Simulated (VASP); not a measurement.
# Ga2Se (Fd-3m) in VASP: notebook, part 2 of 2

VASP 6.6.1.

## Step 4: Relaxation of cell and atoms, PBE

This run uses another cell than the first one, of 27.52 Å³/atom.

File INCAR:

```
ALGO = Normal ; EDIFF = 1E-6
EDIFFG = -0.04 ; ENCUT = 600
GGA = PE ; IBRION = 2
ISIF = 3 ; ISMEAR = 0
LASPH = T ; LCHARG = F
LREAL = F ; LWAVE = F
NELM = 60 ; NSW = 90
PREC = Accurate ; SIGMA = 0.1
```

File KPOINTS:

```
k-points
0
Gamma
  4 4 4
```

File POSCAR:

```
Ga2Se
1.0
    0.0000000000      4.3542328694      4.3542328694
    4.3542328694      0.0000000000      4.3542328694
    4.3542328694      4.3542328694      0.0000000000
Ga Se
4 2
Direct
    0.6250000000      0.6250000000      0.6250000000
    0.1250000000      0.6250000000      0.6250000000
    0.6250000000      0.6250000000      0.1250000000
    0.6250000000      0.1250000000      0.6250000000
    0.5000000000      0.5000000000      0.5000000000
    0.7500000000      0.7500000000      0.7500000000
```

Potentials or basis: VASP PAW PBE potentials, release 64 (Ga_d, Se).

The run is started by

```bash
$ cat potpaw_PBE.64/Ga_d/POTCAR potpaw_PBE.64/Se/POTCAR > POTCAR
$ mpirun -np 1 vasp_std > vasp.out
```

OUTCAR:

```text
EDIFF = 1E-6
   EDIFFG = -0.04
   ENCUT = 600
   GGA = PE
   IBRION = 2
   ISIF = 3
   ISMEAR = 0
   LASPH = T
   LREAL = F
   NELM = 60
   NSW = 90
   PREC = Accurate

 ion  position               nearest neighbor table
   1  0.625  0.625  0.625-   5 1.89   6 1.89
   2  0.125  0.625  0.625-   5 1.89   6 1.89
   3  0.625  0.625  0.125-   5 1.89   6 1.89
   4  0.625  0.125  0.625-   5 1.89   6 1.89
   5  0.500  0.500  0.500-   2 1.89   3 1.89   4 1.89   1 1.89
   6  0.750  0.750  0.750-   2 1.89   3 1.89   4 1.89   1 1.89

  LATTYP: Found a face centered cubic cell.
 ALAT       =     8.7084657388

  Lattice vectors:

 A1 = (   0.0000000000,   4.3542328694,   4.3542328694)
 A2 = (   4.3542328694,   0.0000000000,   4.3542328694)
 A3 = (   4.3542328694,   4.3542328694,   0.0000000000)

Analysis of symmetry for initial positions (statically):
=====================================================================
 Subroutine PRICEL returns:
 Original cell was already a primitive cell.

 Routine SETGRP: Setting up the symmetry group for a
 face centered cubic supercell.

 Subroutine GETGRP returns: Found 48 space group operations
 (whereof 24 operations were pure point group operations)
 out of a pool of 48 trial point group operations.

The static configuration has the point symmetry T_d .
 The point group associated with its full space group is O_h .

Analysis of symmetry for dynamics (positions and initial velocities):
=====================================================================
 Subroutine PRICEL returns:
 Original cell was already a primitive cell.

 Routine SETGRP: Setting up the symmetry group for a
 face centered cubic supercell.

 Subroutine GETGRP returns: Found 48 space group operations
 (whereof 24 operations were pure point group operations)
 out of a pool of 48 trial point group operations.

The dynamic configuration has the point symmetry T_d .
 The point group associated with its full space group is O_h .

 Subroutine INISYM returns: Found 48 space group operations
 (whereof 24 operations are pure point group operations),
 and found     1 'primitive' translations

----------------------------------------------------------------------------------------

                                     Primitive cell

  volume of cell :     165.1068
[... 88 lines left out ...]
   POTIM  = 0.5000    time-step for ionic-motion
   TEBEG  =    0.0;   TEEND  =   0.0 temperature during run
   PSTRESS=    0.0 pullay stress
   NELECT =      64.0000    total number of electrons
   NUPDOWN=      -1.0000    fix difference up-down
   EMIN   =  10.00;   EMAX   =-10.00  energy-range for DOS
   EFERMI =   0.00;   METHOD = LEGACY
   ISMEAR =     0;   SIGMA  =   0.10  broadening in eV -4-tet -1-fermi 0-gaus
   EFERMI_NEDOS =   21; number of points for ismear=-14 and -15
   IALGO  =     38    algorithm
   IMIX   =      4    mixing-type and parameters
     AMIX     =   0.40;   BMIX     =  1.00
     AMIX_MAG =   1.60;   BMIX_MAG =  1.00
  volume/ion in A,a.u.               =      27.52       185.70
  Fermi-wavevector in a.u.,A,eV,Ry     =   1.193658  2.255686 19.385838  1.424819
  Thomas-Fermi vector in A             =   2.329667
   LORBIT       =      0    0 simple, 1 ext, 2 COOP (PROOUT), +10 PAW based schemes
   GGA     = PE    functional components
   LHFCALC =     F    Hartree Fock is set to
   AEXX    =    0.0000 exact exchange contribution
   IVDW    =     0    specifies the selected vdW correction
   LEPSILON=     F    determine dielectric tensor
   LRPA    =     F    only Hartree local field effects (RPA)
 conjugate gradient relaxation of ions
 non-spin polarized calculation
 Gauss-broadening in eV      SIGMA  =   0.10
  energy-cutoff  :      600.00
  volume of cell :      165.11
 maximum number of plane-waves:      5577
 NGX is ok and might be reduce to    50
   NGX = 25   NGY = 25   NGZ = 25

--------------------------------------- Ionic step        1  -------------------------------------------

 number of electron      63.9999992 magnetization

 Free energy of the ion-electron system (eV)
  ---------------------------------------------------
  ext. energy  EPLUGINS =         0.00000000
  ---------------------------------------------------
  free energy    TOTEN  =        11.61517238 eV

  energy without entropy =       11.65737095  energy(sigma->0) =       11.63627167

 E-fermi :   3.0887     XC(G=0):  -8.2027

 val. band max:        3.0469211905   @ k =   0.2500   0.0000   0.0000
 cond. band min:       3.1441673380   @ k =   0.5000   0.2500   0.0000
 fundamental gap:      0.0972461474
 Fermi energy:         3.0887274786

 k-point     1 :       0.0000    0.0000    0.0000
  band No.  band energies     occupation
      1     -18.7172      2.00000
      2     -15.6282      2.00000
      3     -15.1291      2.00000
      4     -15.1291      2.00000
      5     -15.1291      2.00000
      6     -14.1858      2.00000
[... 476 lines left out ...]
--------------------------------------- Ionic step        5  -------------------------------------------

 number of electron      64.0000153 magnetization

 Free energy of the ion-electron system (eV)
  ---------------------------------------------------
  ext. energy  EPLUGINS =         0.00000000
  ---------------------------------------------------
  free energy    TOTEN  =       -15.80635574 eV

  energy without entropy =      -15.80635574  energy(sigma->0) =      -15.80635574

 E-fermi :  -1.1316     XC(G=0):  -4.1571

 val. band max:       -1.5837002504   @ k =   0.0000   0.0000   0.0000
 cond. band min:      -0.6918166761   @ k =   0.0000   0.0000   0.0000
 fundamental gap:      0.8918835744
 Fermi energy:        -1.1316429864

 k-point     1 :       0.0000    0.0000    0.0000
  band No.  band energies     occupation
      1     -16.5695      2.00000
      2     -16.5694      2.00000
      3     -16.5694      2.00000
      4     -16.5690      2.00000
      5     -16.5690      2.00000
      6     -16.5679      2.00000
[... 350 lines left out ...]
  FREE ENERGIE OF THE ION-ELECTRON SYSTEM (eV)
  ---------------------------------------------------
  free  energy   TOTEN  =       -15.8063557359 eV

  energy  without entropy=      -15.8063557358  energy(sigma->0) =      -15.80635574

 reached required accuracy - stopping structural energy minimisation
```

CONTCAR:

```text
Ga2Se
   1.00000000000000
     0.0000000000000000    6.4373897755536786    6.4373897755536778
     6.4373897755536778   -0.0000000000000000    6.4373897755536778
     6.4373897755536778    6.4373897755536786   -0.0000000000000000
  Ga              Se
     4     2
Direct
     0.6250000000000000    0.6250000000000000    0.6250000000000000
     0.1250000000000000    0.6250000000000000    0.6250000000000000
     0.6250000000000000    0.6250000000000000    0.1250000000000000
     0.6250000000000000    0.1250000000000000    0.6250000000000000
     0.5000000000000000    0.5000000000000000    0.5000000000000000
     0.7500000000000000    0.7500000000000000    0.7500000000000000

  0.00000000E+00  0.00000000E+00  0.00000000E+00
  0.00000000E+00  0.00000000E+00  0.00000000E+00
  0.00000000E+00  0.00000000E+00  0.00000000E+00
  0.00000000E+00  0.00000000E+00  0.00000000E+00
  0.00000000E+00  0.00000000E+00  0.00000000E+00
  0.00000000E+00  0.00000000E+00  0.00000000E+00
```

Wall time 3.6 min (1 thread of Intel Xeon 6975P-C (Granite Rapids), shared host); peak memory 0.37 GiB.

Results:

| Quantity | Value |
| --- | --- |
| Free energy | -15.8064 eV |
| Relaxed volume | 88.92 Å³/atom |
| Relaxed cell | a = 9.104 Å, b = 9.104 Å, c = 9.104 Å, α = 60.00°, β = 60.00°, γ = 60.00° |
| Space group after relaxing (to 0.1 Å) | Fd-3m (No. 227) |
| Energy gained by relaxing | 4570.3 meV/atom |
| Ionic steps | 5 |
| Pressure after relaxing | 0.1 GPa |
| Band gap on the k mesh | 0.89 eV |

The path:
| step | energy change (eV) | largest force (eV/Å) | pressure (GPa) | volume (Å³) |
| --- | --- | --- | --- | --- |
| 1 | 0.0000 | 0.0000 | 68.10 | 165.11 |
| 2 | -26.9018 | 0.0000 | -1.75 | 631.99 |
| 3 | -26.2882 | 0.0000 | 3.17 | 407.31 |
| 4 | -27.4062 | 0.0000 | 0.31 | 520.07 |
| 5 | -27.4215 | 0.0000 | 0.05 | 533.53 |

Final structure:
```
Ga Se
1.0
     0.00000    6.43739    6.43739
     6.43739    0.00000    6.43739
     6.43739    6.43739    0.00000
Ga Se
4 2
Direct
  0.62500 0.62500 0.62500
  0.12500 0.62500 0.62500
  0.62500 0.62500 0.12500
  0.62500 0.12500 0.62500
  0.50000 0.50000 0.50000
  0.75000 0.75000 0.75000
```

Caveat: the volume moved by over 15 % at a fixed basis, so the end points are rough.

## Step 5: Single point, PBE

File INCAR:

```
PREC = Accurate
ENCUT = 520
EDIFF = 1E-6
ISMEAR = 0
SIGMA = 0.1
LREAL = False
LASPH = True
NELM = 80
ALGO = Normal
ISIF = 2
LWAVE = False
LCHARG = False
GGA = PE
NBANDS = 41
```

File KPOINTS:

```
regular mesh
0
Gamma
  4 4 4
```

Edit POSCAR of step 4 so:

```diff
@@ -2,5 +2,5 @@
 1.0
-    0.0000000000      4.3542328694      4.3542328694
-    4.3542328694      0.0000000000      4.3542328694
-    4.3542328694      4.3542328694      0.0000000000
+    0.0000000000      6.5144921885      6.5144921885
+    6.5144921885      0.0000000000      6.5144921885
+    6.5144921885      6.5144921885      0.0000000000
 Ga Se
```

The run is started by

```bash
$ cat potpaw_PBE.64/Ga_d/POTCAR potpaw_PBE.64/Se/POTCAR > POTCAR
$ mpirun -np 1 vasp_std > vasp.out
```

Wall time 2.4 min (1 thread of Intel Xeon 6975P-C (Granite Rapids), shared host); peak memory 0.76 GiB.

The run converged. Its results:

```yaml
Free_energy: -15.9705 eV
Pressure: 0.1 GPa
Band_gap_on_the_k_mesh: 0.95 eV
```

Levels at points of the mesh, in eV from the valence-band top:
| k point | band 30 | band 31 | band 32 | band 33 | band 34 | band 35 |
| --- | --- | --- | --- | --- | --- | --- |
| (0.00, 0.00, 0.00) | 0.00 | 0.00 | 0.00 | 0.95 | 0.95 | 1.47 |
| (0.50, 0.00, 0.00) | -0.99 | -0.22 | -0.22 | 1.07 | 1.07 | 1.42 |
| (0.50, 0.50, 0.00) | -1.38 | -0.39 | -0.39 | 1.10 | 1.10 | 1.56 |

A k mesh can miss the band edges.

## Step 6: The runs side by side

| task | cell | cutoff (eV) | smearing | gap on the mesh (eV) | pressure (GPa) | relaxed volume (Å³/atom) |
| --- | --- | --- | --- | --- | --- | --- |
| relaxation of cell and atoms | relaxed from a = 9.213 Å, angles 60.0°, 6 atoms | 600 | gaussian 0.02 eV | 0.97 | 0.0 | 93.39 |
| single point | a = 6.158 Å, angles 60.0°, 6 atoms | 520 | gaussian 0.1 eV | none | 68.0 | - |
| relaxation of cell and atoms | relaxed from a = 6.158 Å, angles 60.0°, 6 atoms | 600 | gaussian 0.1 eV | 0.89 | 0.1 | 88.92 |
| single point | a = 9.213 Å, angles 60.0°, 6 atoms | 520 | gaussian 0.1 eV | 0.95 | 0.1 | - |

Alike in all rows: level PBE; potentials or basis VASP PAW PBE potentials, release 64 (Ga_d, Se); no spin polarisation; k mesh 4 × 4 × 4.

Caveats: the cell stands under pressure (at least some runs); the volume moved by over 15 % at a fixed basis, so the end points are rough (at least some runs).

Total energies depend on the potentials used, so only differences within one code and one set of settings carry meaning.
